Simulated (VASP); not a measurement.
# Te2Mo (P2_1/m) in VASP: notebook

Aim: see how the results for Te2Mo move with the level of theory and the settings. Levels: LDA, PBE, PBEsol, PBE+D3(BJ). Tasks: single point.

All numbers are computed with VASP 6.6.1; they aren't measurements. Logs are shortened: lines on timing, memory, paths and dates and some standing lists are left out, and cuts for length are marked.

### Step 1. The cell of the first run

The structure is monoclinic, space group P2_1/m (No. 11). Conventional cell: a = 6.330 Å, b = 3.469 Å, c = 13.860 Å, α = 90.00°, β = 93.92°, γ = 90.00°. Within 3.7 Å of Te (site symmetry m) lie 3 Mo at 2.79 to 2.81 Å and 8 Te at 3.47 to 3.70 Å. Te (site symmetry m) has 3 Mo at 2.70 Å and 6 Te at 3.47 to 3.67 Å within 3.7 Å. Te (site symmetry m) has 3 Mo at 2.79 to 2.82 Å and 8 Te at 3.47 to 3.67 Å within 3.7 Å. Te (site symmetry m) has 3 Mo at 2.70 to 2.71 Å and 6 Te at 3.47 to 3.70 Å within 3.7 Å. Mo (site symmetry m) has 6 Te at 2.70 to 2.82 Å and 4 Mo at 2.89 to 3.47 Å within 3.6 Å. Mo (site symmetry m) has 6 Te at 2.70 to 2.81 Å and 4 Mo at 2.90 to 3.47 Å within 3.6 Å.

### Step 2. Single point, LDA

The input, INCAR:

```
PREC = Accurate
ENCUT = 520
EDIFF = 1E-6
ISMEAR = -1
SIGMA = 0.05
LREAL = False
LASPH = True
NELM = 100
ALGO = Normal
ISIF = 2
LWAVE = False
LCHARG = False
GGA = CA
NBANDS = 64
```

The input, KPOINTS:

```
Automatic mesh
0
Gamma
  3 6 2
```

The input, POSCAR:

```
Te2Mo
1.0
    6.3300000000      0.0000000000      0.0000000000
    0.0000000000      3.4690000000      0.0000000000
   -0.9467947088      0.0000000000     13.8276237937
Te Mo
8 4
Direct
    0.9437000000      0.7500000000      0.6045000000
    0.0563000000      0.2500000000      0.3955000000
    0.9030000000      0.2500000000      0.8514000000
    0.0970000000      0.7500000000      0.1486000000
    0.4112000000      0.7500000000      0.8955000000
    0.5888000000      0.2500000000      0.1045000000
    0.4432000000      0.2500000000      0.6484000000
    0.5568000000      0.7500000000      0.3516000000
    0.8167000000      0.7500000000      0.9926000000
    0.1833000000      0.2500000000      0.0074000000
    0.6819000000      0.2500000000      0.4934000000
    0.3181000000      0.7500000000      0.5066000000
```

Potentials or basis: VASP PAW LDA potentials, release 64 (Te, Mo_sv).

Run with:

```sh
$ cat potpaw_LDA.64/Te/POTCAR potpaw_LDA.64/Mo_sv/POTCAR > POTCAR
$ mpirun -np 1 vasp_std > vasp.out
```

OUTCAR:

```text
PREC = Accurate
   ENCUT = 520
   EDIFF = 1E-6
   ISMEAR = -1
   LREAL = False
   LASPH = True
   NELM = 100
   ISIF = 2
   GGA = CA

 ion  position               nearest neighbor table
   1  0.944  0.750  0.605-  11 2.79  11 2.79  12 2.81   2 3.49   2 3.49   7 3.62   7 3.62
   2  0.056  0.250  0.395-  12 2.79  12 2.79  11 2.81   1 3.49   1 3.49   8 3.62   8 3.62
   3  0.903  0.250  0.851-   9 2.70   9 2.70  10 2.70   5 3.65   5 3.65   5 3.67   5 3.67
   4  0.097  0.750  0.149-  10 2.70  10 2.70   9 2.70   6 3.65   6 3.65   6 3.67   6 3.67
   5  0.411  0.750  0.895-  10 2.79  10 2.79   9 2.82   6 3.50   6 3.50   3 3.65   3 3.65   3 3.67
                             3 3.67
   6  0.589  0.250  0.105-   9 2.79   9 2.79  10 2.82   5 3.50   5 3.50   4 3.65   4 3.65   4 3.67
                             4 3.67
   7  0.443  0.250  0.648-  12 2.70  12 2.70  11 2.71   1 3.62   1 3.62
   8  0.557  0.750  0.352-  11 2.70  11 2.70  12 2.71   2 3.62   2 3.62
   9  0.817  0.750  0.993-   3 2.70   3 2.70   4 2.70   6 2.79   6 2.79   5 2.82  10 2.89  10 2.89

  10  0.183  0.250  0.007-   4 2.70   4 2.70   3 2.70   5 2.79   5 2.79   6 2.82   9 2.89   9 2.89

  11  0.682  0.250  0.493-   8 2.70   8 2.70   7 2.71   1 2.79   1 2.79   2 2.81  12 2.90  12 2.90

  12  0.318  0.750  0.507-   7 2.70   7 2.70   8 2.71   2 2.79   2 2.79   1 2.81  11 2.90  11 2.90

  LATTYP: Found a simple monoclinic cell.
 ALAT       =     6.3300000000
 B/A-ratio  =     0.5480252765
 C/A-ratio  =     2.1895734597
 COS(beta)  =    -0.0683113066

  Lattice vectors:

 A1 = (   6.3300000000,   0.0000000000,   0.0000000000)
 A2 = (   0.0000000000,   3.4690000000,   0.0000000000)
 A3 = (  -0.9467947088,   0.0000000000,  13.8276237937)

Analysis of symmetry for initial positions (statically):
=====================================================================
 Subroutine PRICEL returns:
 Original cell was already a primitive cell.

 Routine SETGRP: Setting up the symmetry group for a
 simple monoclinic supercell.

 Subroutine GETGRP returns: Found  4 space group operations
 (whereof  2 operations were pure point group operations)
 out of a pool of  4 trial point group operations.

The static configuration has the point symmetry S_2 .
 The point group associated with its full space group is C_2h.

Analysis of symmetry for dynamics (positions and initial velocities):
=====================================================================
 Subroutine PRICEL returns:
 Original cell was already a primitive cell.

 Routine SETGRP: Setting up the symmetry group for a
 simple monoclinic supercell.

 Subroutine GETGRP returns: Found  4 space group operations
 (whereof  2 operations were pure point group operations)
 out of a pool of  4 trial point group operations.

The dynamic configuration has the point symmetry S_2 .
 The point group associated with its full space group is C_2h.

 Subroutine INISYM returns: Found  4 space group operations
 (whereof  2 operations are pure point group operations),
 and found     1 'primitive' translations

----------------------------------------------------------------------------------------

                                     Primitive cell

  volume of cell :     303.6376

  direct lattice vectors                    reciprocal lattice vectors
     6.330000000  0.000000000  0.000000000     0.157977883  0.000000000  0.010816943
     0.000000000  3.469000000  0.000000000     0.000000000  0.288267512  0.000000000
    -0.946794709  0.000000000 13.827623794     0.000000000  0.000000000  0.072319005

  length of vectors
     6.330000000  3.469000000 13.860000000     0.158347775  0.288267512  0.072319005

  position of ions in fractional coordinates (direct lattice)
     0.943700000  0.750000000  0.604500000
     0.056300000  0.250000000  0.395500000
     0.903000000  0.250000000  0.851400000
     0.097000000  0.750000000  0.148600000
     0.411200000  0.750000000  0.895500000
     0.588800000  0.250000000  0.104500000
     0.443200000  0.250000000  0.648400000
     0.556800000  0.750000000  0.351600000
     0.816700000  0.750000000  0.992600000
     0.183300000  0.250000000  0.007400000
     0.681900000  0.250000000  0.493400000
     0.318100000  0.750000000  0.506600000

  ion indices of the primitive-cell ions
   primitive index   ion index
                 1           1
                 2           2
                 3           3
                 4           4
                 5           5
                 6           6
                 7           7
                 8           8
                 9           9
                10          10
                11          11
                12          12

----------------------------------------------------------------------------------------

 KPOINTS: Automatic mesh

Automatic generation of k-mesh.
 Grid dimensions read from file:
 generate k-points for:    3    6    2

 Generating k-lattice:

  Cartesian coordinates                     Fractional coordinates (reciprocal lattice)
     0.052659294  0.000000000  0.003605648     0.333333333  0.000000000 -0.000000000
     0.000000000  0.048044585  0.000000000     0.000000000  0.166666667  0.000000000
     0.000000000  0.000000000  0.036159503     0.000000000  0.000000000  0.500000000

  Length of vectors
     0.052782592  0.048044585  0.036159503

  Shift w.r.t. Gamma in fractional coordinates (k-lattice)
     0.000000000  0.000000000  0.000000000

 Subroutine IBZKPT returns following result:
 ===========================================

 Found     16 irreducible k-points:

 Following reciprocal coordinates:
            Coordinates               Weight
  0.000000  0.000000  0.000000      1.000000
  0.333333  0.000000 -0.000000      2.000000
  0.000000  0.166667  0.000000      2.000000
  0.333333  0.166667 -0.000000      4.000000
  0.000000  0.333333  0.000000      2.000000
  0.333333  0.333333 -0.000000      4.000000
[... 8 lines left out ...]
  0.000000  0.500000  0.500000      1.000000
  0.333333  0.500000  0.500000      2.000000
   k-points           NKPTS =     16   k-points in BZ     NKDIM =     16   number of bands    NBANDS=     64
   number of dos      NEDOS =    301   number of ions     NIONS =     12
   total plane-waves  NPLWV = 145152
   dimension x,y,z NGX =    48 NGY =   28 NGZ =  108
   dimension x,y,z NGXF=    96 NGYF=   56 NGZF=  216
   ions per type =               8   4
   NGX,Y,Z   is equivalent  to a cutoff of  12.61, 13.42, 12.95 a.u.
   NGXF,Y,Z  is equivalent  to a cutoff of  25.21, 26.84, 25.91 a.u.
 SYSTEM =  unknown system
   PREC   = accura    normal or accurate (medium, high low for compatibility)
   ISTART =      0    job   : 0-new  1-cont  2-samecut
   ICHARG =      2    charge: 1-file 2-atom 10-const
   ISPIN  =      1    spin polarized calculation?
   LNONCOLLINEAR =      F non collinear calculations
   LSORBIT =      F    spin-orbit coupling
   LASPH  =      T    aspherical Exc in radial PAW
   ENCUT  =  520.0 eV  38.22 Ry    6.18 a.u.  11.77  6.45 25.77*2*pi/ulx,y,z
   NELM   =    100;   NELMIN=  2; NELMDL= -5     # of ELM steps
   EDIFF  = 0.1E-05   stopping-criterion for ELM
   LREAL  =      F    real-space projection
[... 7 lines left out ...]
   TEBEG  =    0.0;   TEEND  =   0.0 temperature during run
   PSTRESS=    0.0 pullay stress
   NELECT =     104.0000    total number of electrons
   NUPDOWN=      -1.0000    fix difference up-down
   EMIN   =  10.00;   EMAX   =-10.00  energy-range for DOS
   EFERMI =   0.00;   METHOD = LEGACY
   ISMEAR =    -1;   SIGMA  =   0.05  broadening in eV -4-tet -1-fermi 0-gaus
   EFERMI_NEDOS =   21; number of points for ismear=-14 and -15
   IALGO  =     38    algorithm
   IMIX   =      4    mixing-type and parameters
     AMIX     =   0.40;   BMIX     =  1.00
     AMIX_MAG =   1.60;   BMIX_MAG =  1.00
  volume/ion in A,a.u.               =      25.30       170.75
  Fermi-wavevector in a.u.,A,eV,Ry     =   1.145427  2.164543 17.850885  1.312003
  Thomas-Fermi vector in A             =   2.282115
   LORBIT       =      0    0 simple, 1 ext, 2 COOP (PROOUT), +10 PAW based schemes
   GGA     = CA    functional components
   LHFCALC =     F    Hartree Fock is set to
   AEXX    =    0.0000 exact exchange contribution
   IVDW    =     0    specifies the selected vdW correction
   LEPSILON=     F    determine dielectric tensor
   LRPA    =     F    only Hartree local field effects (RPA)
 non-spin polarized calculation
  energy-cutoff  :      520.00
  volume of cell :      303.64
 maximum number of plane-waves:      8239
 NGX is ok and might be reduce to    48
   NGX = 23   NGY = 13   NGZ = 51

 number of electron     103.9999999 magnetization

 Free energy of the ion-electron system (eV)
  ---------------------------------------------------
  ext. energy  EPLUGINS =         0.00000000
  ---------------------------------------------------
  free energy    TOTEN  =       -82.22244305 eV

  energy without entropy =      -82.18487119  energy(sigma->0) =      -82.20365712

 E-fermi :   8.0789     XC(G=0): -10.5774

 val. band max:        8.0748920290   @ k =   0.0000   0.0000   0.5000
 cond. band min:       8.1206711992   @ k =   0.0000   0.1667   0.5000
 fundamental gap:      0.0457791701
 Fermi energy:         8.0789183119

 k-point     1 :       0.0000    0.0000    0.0000
  band No.  band energies     occupation
      1     -52.6429      2.00000
      2     -52.6240      2.00000
      3     -52.5844      2.00000
      4     -52.5641      2.00000
      5     -27.0875      2.00000
      6     -27.0725      2.00000
[... 56 lines left out ...]
     63      11.0510      0.00000
     64      11.0615      0.00000

 k-point     2 :       0.3333    0.0000   -0.0000
  band No.  band energies     occupation
      1     -52.6426      2.00000
      2     -52.6237      2.00000
      3     -52.5847      2.00000
      4     -52.5643      2.00000
      5     -27.0808      2.00000
      6     -27.0659      2.00000
[... 994 lines left out ...]
     63      10.4471      0.00000
     64      10.4471      0.00000

------------------------ aborting loop because EDIFF is reached ----------------------------------------

  FORCE on cell =-STRESS in cart. coord.  units (eV):
  Direction    XX          YY          ZZ          XY          YZ          ZX
  --------------------------------------------------------------------------------------
  -------------------------------------------------------------------------------------
  Total       -5.5273489     -5.9515286     -6.1390834      0.0000000      0.0000000      0.1526788
  in kB      -29.1656662    -31.4038969    -32.3935506      0.0000000      0.0000000      0.8056267
  external PRESSURE =     -30.9877046 kB  Pullay stress =       0.0000000 kB

 VOLUME and BASIS-vectors are now :
 -----------------------------------------------------------------------------
  energy-cutoff  :      520.00
  volume of cell :      303.64
      direct lattice vectors                 reciprocal lattice vectors
     6.330000000  0.000000000  0.000000000     0.157977883  0.000000000  0.010816943
     0.000000000  3.469000000  0.000000000     0.000000000  0.288267512  0.000000000
    -0.946794709  0.000000000 13.827623794     0.000000000  0.000000000  0.072319005

 POSITION                                       TOTAL-FORCE (eV/Angst)
 -----------------------------------------------------------------------------------
      5.40128      2.60175      8.35880         0.024178      0.000000     -0.233836
     -0.01808      0.86725      5.46883        -0.024178      0.000000      0.233836
      4.90989      0.86725     11.77284        -0.028278      0.000000      0.310576
      0.47332      2.60175      2.05478         0.028278     -0.000000     -0.310576
      1.75504      2.60175     12.38264         0.006902     -0.000000      0.265301
      3.62816      0.86725      1.44499        -0.006902      0.000000     -0.265301
      2.19155      0.86725      8.96583         0.001326     -0.000000     -0.347653
      3.19165      2.60175      4.86179        -0.001326      0.000000      0.347653
      4.22992      2.60175     13.72530         0.209778      0.000000      0.035690
      1.15328      0.86725      0.10232        -0.209778      0.000000     -0.035690
      3.84928      0.86725      6.82255        -0.265417      0.000000      0.021865
      1.53393      2.60175      7.00507         0.265417      0.000000     -0.021865
 -----------------------------------------------------------------------------------
    total drift:                               -0.000000      0.000000     -0.000000

  FREE ENERGIE OF THE ION-ELECTRON SYSTEM (eV)
  ---------------------------------------------------
  free  energy   TOTEN  =       -82.2224430518 eV

  energy  without entropy=      -82.1848711932  energy(sigma->0) =      -82.20365712
```

Wall time 3.8 min (1 thread of Intel Xeon 6975P-C (Granite Rapids), shared host); peak memory 0.43 GiB.

Results:

```
Free energy            : -82.2224 eV
Pressure               : -3.1 GPa
Largest force          : 0.348 eV/Å
Band gap on the k mesh : zero (bands 52 and 53 overlap by 0.16 eV)
```

Forces on the atoms (eV/Å):
```
Te   0.024  0.000 -0.234
Te  -0.024  0.000  0.234
Te  -0.028  0.000  0.311
Te   0.028  0.000 -0.311
Te   0.007  0.000  0.265
Te  -0.007  0.000 -0.265
Te   0.001  0.000 -0.348
Te  -0.001  0.000  0.348
Mo   0.210  0.000  0.036
Mo  -0.210  0.000 -0.036
Mo  -0.265  0.000  0.022
Mo   0.265  0.000 -0.022
```

Stress tensor (GPa, compression positive):
```
-2.92  0.00  0.08
 0.00 -3.14  0.00
 0.08  0.00 -3.24
```

Levels at points of the mesh, in eV from the Fermi level:
| k point | band 48 | band 49 | band 50 | band 51 | band 52 | band 53 | band 54 | band 55 | band 56 | band 57 |
| --- | --- | --- | --- | --- | --- | --- | --- | --- | --- | --- |
| (0.00, 0.00, 0.00) | -0.48 | -0.42 | -0.11 | 0.10 | 0.13 | 0.43 | 0.68 | 0.92 | 1.01 | 1.10 |
| (0.00, 0.50, 0.00) | -1.71 | -1.50 | -1.50 | -1.43 | -1.43 | 1.02 | 1.02 | 1.14 | 1.14 | 1.22 |
| (0.00, 0.00, 0.50) | -0.63 | -0.05 | -0.01 | -0.01 | 0.00 | 0.45 | 0.55 | 0.94 | 0.99 | 1.49 |
| (0.00, 0.50, 0.50) | -1.72 | -1.54 | -1.54 | -1.45 | -1.45 | 1.01 | 1.01 | 1.14 | 1.14 | 1.25 |

Caveat: the cell stands under tension; spin-orbit coupling is left out, which moves the levels of the heavy elements.

[end of part 1 of 3]

The gap in the log of VASP goes by the Fermi energy; the results here count the filled bands.